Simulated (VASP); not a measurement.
# InAs (I4/mmm) in VASP: a series of runs, part 2 of 2

VASP 6.6.1. The steps go on from the part before.

### 3 Single point, PBEsol (strain +0.000 along x and y, -0.080 along z)

File INCAR:

```
SYSTEM = InAs
PREC     = Accurate       ! precision mode
ENCUT    = 520            ! plane-wave cutoff, eV
EDIFF    = 1E-7           ! SCF threshold, eV
ISMEAR   = 0              ! smearing method
SIGMA    = 0.15           ! smearing width, eV
LREAL    = .FALSE.        ! projectors in reciprocal space
LASPH    = .TRUE.         ! aspherical terms in the spheres
NELM     = 80             ! most SCF steps
ALGO     = Normal         ! electronic algorithm
ISIF     = 2              ! what is computed and relaxed
LWAVE    = .FALSE.        ! write WAVECAR
LCHARG   = .FALSE.        ! write CHGCAR
GGA      = PS             ! functional
NBANDS   = 16             ! bands
```

File KPOINTS:

```
regular mesh
0
G
  18 18 18
  0 0 0
```

File POSCAR:

```
InAs
1.0
    0.0000000000      2.8264640422      2.6003469188
    2.8264640422      0.0000000000      2.6003469188
    2.8264640422      2.8264640422      0.0000000000
In As
1 1
Direct
    0.5000000000      0.5000000000      0.5000000000
    0.0000000000      0.0000000000      0.0000000000
```

Potentials or basis: VASP PAW PBE potentials, release 64 (In_d, As).

The run is started by

```
$ cat potpaw_PBE.64/In_d/POTCAR potpaw_PBE.64/As/POTCAR > POTCAR
$ mpirun -np 1 vasp_std > vasp.out
```

OUTCAR:

```text
SYSTEM = InAs
   PREC = Accurate
   ENCUT = 520
   EDIFF = 1E-7
   ISMEAR = 0
   LREAL = .FALSE.
   LASPH = .TRUE.
   NELM = 80
   ISIF = 2
   GGA = PS

 ion  position               nearest neighbor table
   1  0.500  0.500  0.500-   2 2.60   2 2.60   2 2.83   2 2.83   2 2.83   2 2.83
   2  0.000  0.000  0.000-   1 2.60   1 2.60   1 2.83   1 2.83   1 2.83   1 2.83

  LATTYP: Found a body centered tetragonal cell.
 ALAT       =     3.9972237820
 C/A-ratio  =     1.3010764774

  Lattice vectors:

 A1 = (   0.0000000000,  -2.8264640422,  -2.6003469188)
 A2 = (   0.0000000000,   2.8264640422,  -2.6003469188)
 A3 = (   2.8264640422,   0.0000000000,   2.6003469188)

Analysis of symmetry for initial positions (statically):
=====================================================================
 Subroutine PRICEL returns:
 Original cell was already a primitive cell.

 Routine SETGRP: Setting up the symmetry group for a
 body centered tetragonal supercell.

 Subroutine GETGRP returns: Found 16 space group operations
 (whereof 16 operations were pure point group operations)
 out of a pool of 16 trial point group operations.

The static configuration has the point symmetry D_4h.

[... 161 lines left out ...]
 E-fermi :   7.4041     XC(G=0): -10.8748

 val. band max:        7.4011003740   @ k =   0.5000   0.0000   0.0000
 cond. band min:       7.4082033087   @ k =   0.0000   0.0000   0.0000
 fundamental gap:      0.0071029348
 Fermi energy:         7.4041418714

 k-point     1 :       0.0000    0.0000    0.0000
  band No.  band energies     occupation
      1      -7.1843      2.00000
      2      -7.0795      2.00000
      3      -7.0795      2.00000
      4      -7.0636      2.00000
      5      -7.0091      2.00000
      6      -5.6918      2.00000
[... 433 lines left out ...]
      3      -7.0734      2.00000
      4      -7.0297      2.00000
      5      -6.9903      2.00000
      6      -4.9515      2.00000
[... 8 lines left out ...]
     15      16.3108      0.00000
     16      17.1420      0.00000

 [... further k-points ...]

------------------------ aborting loop because EDIFF is reached ----------------------------------------

  FORCE on cell =-STRESS in cart. coord.  units (eV):
  Direction    XX          YY          ZZ          XY          YZ          ZX
  --------------------------------------------------------------------------------------
  -------------------------------------------------------------------------------------
  Total        0.8769999      0.8769999      5.0892854      0.0000000      0.0000000     -0.0000000
  in kB       33.8190895     33.8190895    196.2542967      0.0000000      0.0000000     -0.0000000
  external PRESSURE =      87.9641586 kB  Pullay stress =       0.0000000 kB

 VOLUME and BASIS-vectors are now :
 -----------------------------------------------------------------------------
  energy-cutoff  :      520.00
  volume of cell :       41.55
      direct lattice vectors                 reciprocal lattice vectors
     0.000000000  2.826464042  2.600346919    -0.176899473  0.176899473  0.192282036
     2.826464042  0.000000000  2.600346919     0.176899473 -0.176899473  0.192282036
     2.826464042  2.826464042  0.000000000     0.176899473  0.176899473 -0.192282036

 POSITION                                       TOTAL-FORCE (eV/Angst)
 -----------------------------------------------------------------------------------
      2.82646      2.82646      2.60035         0.000000      0.000000      0.000000
      0.00000      0.00000      0.00000        -0.000000     -0.000000     -0.000000
 -----------------------------------------------------------------------------------
    total drift:                                0.000000      0.000000      0.000000

  FREE ENERGIE OF THE ION-ELECTRON SYSTEM (eV)
  ---------------------------------------------------
  free  energy   TOTEN  =        -8.0278016866 eV

  energy  without entropy=       -8.0154013843  energy(sigma->0) =       -8.02160154
```

Wall time 5.4 min (1 thread of Intel Xeon Platinum 8124M at 3.00GHz (Skylake/Cascade Lake), shared host); peak memory 0.44 GiB.

What came out:

```
Free energy            : -8.0278 eV
Pressure               : 8.8 GPa
Band gap on the k mesh : zero (band 9 reaches 7.81 eV, above the bottom of band 10 at 4.40 eV)
```

Stress tensor (GPa, compression positive):
```
 3.38  0.00  0.00
 0.00  3.38  0.00
 0.00  0.00 19.63
```

Caveat: the cell differs from its parent crystal (strain +0.000 along x and y, -0.080 along z); the PAW data sets were made with another functional, which shifts forces and pressure a little; spin-orbit coupling is left out, which moves the levels of the heavy elements.
